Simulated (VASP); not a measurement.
# Bi (Immm) in VASP: further runs

Bi is run at these levels: LDA; tasks: single point.

Everything below comes from runs of VASP 6.6.1. Logs are shortened: lines on timing, memory, paths and dates and some standing lists are left out, and cuts for length are marked.

### Step 1. The cell of the first run

The structure is orthorhombic, space group Immm (No. 71). Conventional cell: a = 3.368 Å, b = 3.963 Å, c = 4.557 Å, α = 90.00°, β = 90.00°, γ = 90.00°. Bi (site symmetry mmm) has 14 Bi at 3.37 to 4.56 Å within 4.6 Å.

### Step 2. Single point, LDA (strain -0.1500 x Voigt [1, -1, 0, 0, 0, 0])

INCAR reads:

```
SYSTEM = Bi
  PREC = Accurate
  ENCUT = 520
  EDIFF = 1E-6
  ISMEAR = 0
  SIGMA = 0.15
  LREAL = .False.
  LASPH = .True.
  NELM = 60
  ALGO = Fast
  ISIF = 2
  LWAVE = .False.
  LCHARG = .True.
  GGA = CA
  LELF = .True.
  LVHAR = .True.
  NBANDS = 14
```

KPOINTS reads:

```
Automatic mesh
0
Gamma
  18 18 18
  0 0 0
```

POSCAR reads:

```
Bi
1.0
   -1.6842159520      2.2786451116      1.9814305318
    1.6842159520     -2.2786451116      1.9814305318
    1.6842159520      2.2786451116     -1.9814305318
Bi
1
Direct
    0.0000000000      0.0000000000      0.0000000000
```

Potentials or basis: VASP PAW LDA potentials, release 64 (Bi_d).

The run is started by

```
> cat potpaw_LDA.64/Bi_d/POTCAR > POTCAR
> mpirun -np 1 vasp_std > vasp.out
```

OUTCAR:

```text
SYSTEM = Bi
   PREC = Accurate
   ENCUT = 520
   EDIFF = 1E-6
   ISMEAR = 0
   LREAL = .False.
   LASPH = .True.
   NELM = 60
   ISIF = 2
   GGA = CA

 ion  position               nearest neighbor table
   1  0.000  0.000  0.000-

  LATTYP: Found a body centered orthorhombic cell.
 ALAT       =     3.3684319040
 B/A-ratio  =     1.1764705883
 C/A-ratio  =     1.3529411765

  Lattice vectors:

 A1 = (   1.6842159520,  -2.2786451116,  -1.9814305318)
 A2 = (  -1.6842159520,  -2.2786451116,   1.9814305318)
 A3 = (  -1.6842159520,   2.2786451116,  -1.9814305318)

Analysis of symmetry for initial positions (statically):
=====================================================================
 Subroutine PRICEL returns:
 Original cell was already a primitive cell.

 Routine SETGRP: Setting up the symmetry group for a
 body centered orthorhombic supercell.

 Subroutine GETGRP returns: Found  8 space group operations
 (whereof  8 operations were pure point group operations)
 out of a pool of  8 trial point group operations.

The static configuration has the point symmetry D_2h.

Analysis of symmetry for dynamics (positions and initial velocities):
=====================================================================
 Subroutine PRICEL returns:
 Original cell was already a primitive cell.

 Routine SETGRP: Setting up the symmetry group for a
 body centered orthorhombic supercell.

 Subroutine GETGRP returns: Found  8 space group operations
 (whereof  8 operations were pure point group operations)
 out of a pool of  8 trial point group operations.

The dynamic configuration has the point symmetry D_2h.

 Subroutine INISYM returns: Found  8 space group operations
 (whereof  8 operations are pure point group operations),
 and found     1 'primitive' translations

----------------------------------------------------------------------------------------

                                     Primitive cell

  volume of cell :      30.4168

  direct lattice vectors                    reciprocal lattice vectors
    -1.684215952  2.278645112  1.981430532     0.000000000  0.219428641  0.252342937
     1.684215952 -2.278645112  1.981430532     0.296874044  0.000000000  0.252342937
     1.684215952  2.278645112 -1.981430532     0.296874044  0.219428641  0.000000000

  length of vectors
     3.457582084  3.457582084  3.457582084     0.334403777  0.389629511  0.369165446

  position of ions in fractional coordinates (direct lattice)
     0.000000000  0.000000000  0.000000000

[... 79 lines left out ...]
   IBRION =     -1    ionic relax: 0-MD 1-quasi-New 2-CG
   NFREE  =      0    steps in history (QN), initial steepest desc. (CG)
   ISIF   =      2    stress and relaxation
   ISYM   =      2    0-nonsym 1-usesym 2-fastsym
   POTIM  = 0.5000    time-step for ionic-motion
   TEBEG  =    0.0;   TEEND  =   0.0 temperature during run
   PSTRESS=    0.0 pullay stress
   NELECT =      15.0000    total number of electrons
   NUPDOWN=      -1.0000    fix difference up-down
   EMIN   =  10.00;   EMAX   =-10.00  energy-range for DOS
   EFERMI =   0.00;   METHOD = LEGACY
   ISMEAR =     0;   SIGMA  =   0.15  broadening in eV -4-tet -1-fermi 0-gaus
   EFERMI_NEDOS =   21; number of points for ismear=-14 and -15
   IALGO  =     68    algorithm
   IMIX   =      4    mixing-type and parameters
     AMIX     =   0.40;   BMIX     =  1.00
     AMIX_MAG =   1.60;   BMIX_MAG =  1.00
  volume/ion in A,a.u.               =      30.42       205.26
  Fermi-wavevector in a.u.,A,eV,Ry     =   1.293404  2.444179 22.761098  1.672894
  Thomas-Fermi vector in A             =   2.425052
   LORBIT       =      0    0 simple, 1 ext, 2 COOP (PROOUT), +10 PAW based schemes
   GGA     = CA    functional components
   LHFCALC =     F    Hartree Fock is set to
   AEXX    =    0.0000 exact exchange contribution
   IVDW    =     0    specifies the selected vdW correction
   LEPSILON=     F    determine dielectric tensor
   LRPA    =     F    only Hartree local field effects (RPA)
 non-spin polarized calculation
 RMM-DIIS sequential band-by-band and
 Gauss-broadening in eV      SIGMA  =   0.15
  energy-cutoff  :      520.00
  volume of cell :       30.42
 maximum number of plane-waves:       841
 NGX is ok and might be reduce to    28
   NGX = 13   NGY = 13   NGZ = 13

 number of electron      15.0000001 magnetization

 Free energy of the ion-electron system (eV)
  ---------------------------------------------------
  ext. energy  EPLUGINS =         0.00000000
  ---------------------------------------------------
  free energy    TOTEN  =        -4.43131611 eV

  energy without entropy =       -4.42331401  energy(sigma->0) =       -4.42731506

 E-fermi :   8.0153     XC(G=0): -10.6281

 val. band max:        8.0123862617   @ k =  -0.1667   0.3333   0.1667
 cond. band min:       8.0156786562   @ k =   0.3333   0.2222   0.1667
 fundamental gap:      0.0032923945
 Fermi energy:         8.0152978672

 k-point     1 :       0.0000    0.0000    0.0000
  band No.  band energies     occupation
      1     -15.0483      2.00000
      2     -15.0178      2.00000
      3     -14.9849      2.00000
      4     -14.9543      2.00000
      5     -14.8683      2.00000
      6      -5.7790      2.00000
      7      12.0360      0.00000
      8      12.4076      0.00000
      9      14.4294      0.00000
     10      16.4163      0.00000
     11      17.3809      0.00000
     12      18.0381      0.00000
     13      19.8905      0.00000
     14      20.5484      0.00000
[... 377 lines left out ...]
      1     -15.0318      2.00000
      2     -14.9963      2.00000
      3     -14.9803      2.00000
      4     -14.8978      2.00000
      5     -14.8851      2.00000
      6      -4.8048      2.00000
      7       6.4916      2.00000
      8      12.2033      0.00000
      9      12.8235      0.00000
     10      16.9631      0.00000
     11      17.7263      0.00000
     12      18.2833      0.00000
     13      20.2697      0.00000
     14      21.0493      0.00000

 [... further k-points ...]
[... 5 lines left out ...]
  --------------------------------------------------------------------------------------
  -------------------------------------------------------------------------------------
  Total       -0.0533453     -0.4192247     -0.1449403      0.0000000      0.0000000      0.0000000
  in kB       -2.8099166    -22.0822891     -7.6346033      0.0000000      0.0000000      0.0000000
  external PRESSURE =     -10.8422696 kB  Pullay stress =       0.0000000 kB

 VOLUME and BASIS-vectors are now :
 -----------------------------------------------------------------------------
  energy-cutoff  :      520.00
  volume of cell :       30.42
      direct lattice vectors                 reciprocal lattice vectors
    -1.684215952  2.278645112  1.981430532     0.000000000  0.219428641  0.252342937
     1.684215952 -2.278645112  1.981430532     0.296874044  0.000000000  0.252342937
     1.684215952  2.278645112 -1.981430532     0.296874044  0.219428641  0.000000000

 POSITION                                       TOTAL-FORCE (eV/Angst)
 -----------------------------------------------------------------------------------
      0.00000      0.00000      0.00000         0.000000      0.000000      0.000000
 -----------------------------------------------------------------------------------
    total drift:                               -0.000000     -0.000000     -0.000000

  FREE ENERGIE OF THE ION-ELECTRON SYSTEM (eV)
  ---------------------------------------------------
  free  energy   TOTEN  =        -4.4313161094 eV

  energy  without entropy=       -4.4233140087  energy(sigma->0) =       -4.42731506
```

OSZICAR:

```text
N       E                     dE             d eps       ncg     rms          rms(c)
DAV:   1     0.114279268799E+03    0.11428E+03   -0.76957E+03 24368   0.124E+03
DAV:   2     0.219167207598E+01   -0.11209E+03   -0.10845E+03 26230   0.340E+02
DAV:   3    -0.428125585745E+01   -0.64729E+01   -0.64496E+01 30448   0.793E+01
DAV:   4    -0.443351627994E+01   -0.15226E+00   -0.15222E+00 30596   0.130E+01
DAV:   5    -0.443997534961E+01   -0.64591E-02   -0.64589E-02 34134   0.244E+00    0.451E-01
RMM:   6    -0.443338126106E+01    0.65941E-02   -0.65316E-03 29887   0.935E-01    0.262E-01
RMM:   7    -0.443131632689E+01    0.20649E-02   -0.52057E-03 29692   0.706E-01    0.696E-02
RMM:   8    -0.443128515295E+01    0.31174E-04   -0.95983E-04 34359   0.394E-01    0.106E-02
RMM:   9    -0.443131311079E+01   -0.27958E-04   -0.27502E-04 39515   0.145E-01    0.783E-03
RMM:  10    -0.443131414953E+01   -0.10387E-05   -0.42980E-05 33176   0.876E-02    0.229E-03
RMM:  11    -0.443131591582E+01   -0.17663E-05   -0.22382E-05 40748   0.427E-02    0.194E-03
RMM:  12    -0.443131610938E+01   -0.19356E-06   -0.23946E-06 20892   0.140E-02
   1 F= -.44313161E+01 E0= -.44273151E+01  d E =-.800210E-02
```

stdout:

```text
POSCAR found type information on POSCAR Bi
 POSCAR found :  1 types and       1 ions
 scaLAPACK will be used
 LDA part: xc-table for (Slater(with rela. corr.)+CA(PZ))
 , standard interpolation
 POSCAR, INCAR and KPOINTS ok, starting setup
 FFT: planning ... GRIDC
 FFT: planning ... GRID_SOFT
 FFT: planning ... GRID
 WAVECAR not read
 entering main loop
WARNING in EDDRMM: call to ZHEGV failed, returncode =   8  4     12
WARNING in EDDRMM: call to ZHEGV failed, returncode =   8  4     13
WARNING in EDDRMM: call to ZHEGV failed, returncode =   8  4     13
WARNING in EDDRMM: call to ZHEGV failed, returncode =   8  4     12
WARNING in EDDRMM: call to ZHEGV failed, returncode =   8  4     12
WARNING in EDDRMM: call to ZHEGV failed, returncode =   8  4     13
WARNING in EDDRMM: call to ZHEGV failed, returncode =   6  3     13
WARNING in EDDRMM: call to ZHEGV failed, returncode =   8  4     12
```

Wall time 2.6 min (1 thread of Intel Xeon 6975P-C (Granite Rapids), shared host); peak memory 0.41 GiB.

Results:

| Item | Value |
| --- | --- |
| Free energy | -4.4313 eV |
| Pressure | -1.1 GPa |
| Band gap on the k mesh | zero (an odd number of electrons rules out a gap without spin polarisation) |

Caveat: the cell differs from its parent crystal (strain -0.1500 x Voigt [1, -1, 0, 0, 0, 0]); spin-orbit coupling is left out, which moves the levels of the heavy elements.

### Step 3. Single point, LDA (strain +0.1312 x Voigt [1, -1, 0, 0, 0, 0])

INCAR reads:

```
SYSTEM = Bi
ALGO = Fast ; EDIFF = 1E-7
ENCUT = 520 ; ISIF = 2
ISMEAR = 0 ; LASPH = .True.
LCHARG = .True. ; LELF = .True.
LREAL = .False. ; LVHAR = .True.
LWAVE = .False. ; NBANDS = 14
NELM = 80 ; PREC = Accurate
SIGMA = 0.15
```

KPOINTS reads:

```
k-points
0
Gamma
  18 18 18
  0 0 0
```

POSCAR reads:

```
Bi
1.0
   -2.2413942176      1.7214668460      1.9814305318
    2.2413942176     -1.7214668460      1.9814305318
    2.2413942176      1.7214668460     -1.9814305318
Bi
1
Direct
    0.0000000000      0.0000000000      0.0000000000
```

Potentials or basis: VASP PAW LDA potentials, release 64 (Bi_d).

The run is started by

```
> cat potpaw_LDA.64/Bi_d/POTCAR > POTCAR
> mpirun -np 1 vasp_std > vasp.out
```

It took 3.2 min on 1 thread of Intel Xeon 6975P-C (Granite Rapids), shared host; peak memory 0.41 GiB.

It converged, with:

```
Free energy            : -4.4359 eV
Pressure               : -1.6 GPa
Band gap on the k mesh : zero (an odd number of electrons rules out a gap without spin polarisation)
```

Stress tensor (GPa, compression positive):
```
-2.62  0.00  0.00
 0.00 -1.15  0.00
 0.00  0.00 -1.11
```

Levels at points of the mesh, in eV from the Fermi level:
```csv
k point,band 4,band 5,band 6,band 7,band 8,band 9,band 10,band 11
"(0.00, 0.00, 0.00)",-22.97,-22.87,-13.73,4.24,4.51,6.13,8.62,9.63
"(0.50, 0.00, 0.00)",-22.84,-22.80,-9.97,-4.90,0.68,1.61,4.87,6.12
"(0.00, 0.50, 0.00)",-22.89,-22.82,-11.14,-5.44,3.45,4.90,8.18,9.39
"(0.50, 0.50, 0.00)",-22.84,-22.82,-10.31,-5.20,1.70,3.03,6.13,7.66
"(0.50, 0.50, 0.50)",-22.83,-22.80,-9.00,-3.62,-1.96,0.74,2.99,5.32
```

Caveat: the cell differs from its parent crystal (strain +0.1312 x Voigt [1, -1, 0, 0, 0, 0]); spin-orbit coupling is left out, which moves the levels of the heavy elements.

### Step 4. Single point, LDA (strain +0.1125 x Voigt [1, -1, 0, 0, 0, 0])

INCAR reads:

```
SYSTEM = Bi
ALGO = Fast
EDIFF = 1E-7
ENCUT = 520
GGA = CA
ISIF = 2
ISMEAR = 0
LASPH = .TRUE.
LCHARG = .FALSE.
LREAL = .FALSE.
LWAVE = .FALSE.
NBANDS = 14
NELM = 80
PREC = Accurate
SIGMA = 0.15
```

KPOINTS reads:

```
k-points
0
G
  18 18 18
  0 0 0
```

POSCAR reads:

```
Bi
1.0
   -2.2043414666      1.7585195970      1.9814305318
    2.2043414666     -1.7585195970      1.9814305318
    2.2043414666      1.7585195970     -1.9814305318
Bi
1
Direct
    0.0000000000      0.0000000000      0.0000000000
```

The run is started by

```
> cat potpaw_LDA.64/Bi_d/POTCAR > POTCAR
> mpirun -np 1 vasp_std > vasp.out
```

It took 2.6 min on 1 thread of Intel Xeon 6975P-C (Granite Rapids), shared host; peak memory 0.41 GiB.

Results (log left out):

| Property | Result |
| --- | --- |
| Free energy | -4.4385 eV |
| Pressure | -2.1 GPa |
| Band gap on the k mesh | zero (an odd number of electrons rules out a gap without spin polarisation) |

Stress tensor (GPa, compression positive):
```
-2.87  0.00  0.00
 0.00 -1.95  0.00
 0.00  0.00 -1.35
```

Levels at points of the mesh, in eV from the Fermi level:
```csv
k point,band 4,band 5,band 6,band 7,band 8,band 9,band 10,band 11
"(0.00, 0.00, 0.00)",-22.96,-22.86,-13.68,4.43,4.61,5.88,8.79,9.87
"(0.50, 0.00, 0.00)",-22.84,-22.80,-10.07,-4.91,0.74,1.83,4.98,6.28
"(0.00, 0.50, 0.00)",-22.89,-22.82,-11.04,-5.39,3.08,4.81,7.79,9.62
"(0.50, 0.50, 0.00)",-22.85,-22.81,-10.37,-5.17,1.65,3.12,6.10,7.64
"(0.50, 0.50, 0.50)",-22.83,-22.80,-8.85,-3.39,-1.93,0.29,3.04,4.95
```

Caveat: the cell differs from its parent crystal (strain +0.1125 x Voigt [1, -1, 0, 0, 0, 0]); spin-orbit coupling is left out, which moves the levels of the heavy elements.

### Step 5. Summary

```csv
cell,further INCAR settings,gap on the mesh (eV),pressure (GPa)
"a = 3.458 Å, angles 121.7, 97.5, 110.1°, 1 atom",ALGO = Fast; EDIFF = 1e-06; NBANDS = 14,none,-1.1
"a = 3.452 Å, angles 99.0, 120.2, 109.9°, 1 atom",ALGO = Fast; EDIFF = 1e-07; NBANDS = 14,none,-1.6
"a = 3.446 Å, angles 100.5, 118.6, 109.8°, 1 atom",ALGO = Fast; EDIFF = 1e-07; NBANDS = 14,none,-2.1
```

Alike in all rows: task single point; level LDA; potentials or basis VASP PAW LDA potentials, release 64 (Bi_d); no spin polarisation; k mesh 18 × 18 × 18; cutoff (eV) 520; smearing gaussian 0.15 eV.

Caveats: spin-orbit coupling is left out, which moves the levels of the heavy elements.

Absolute energies hang on the potentials; compare differences alone.
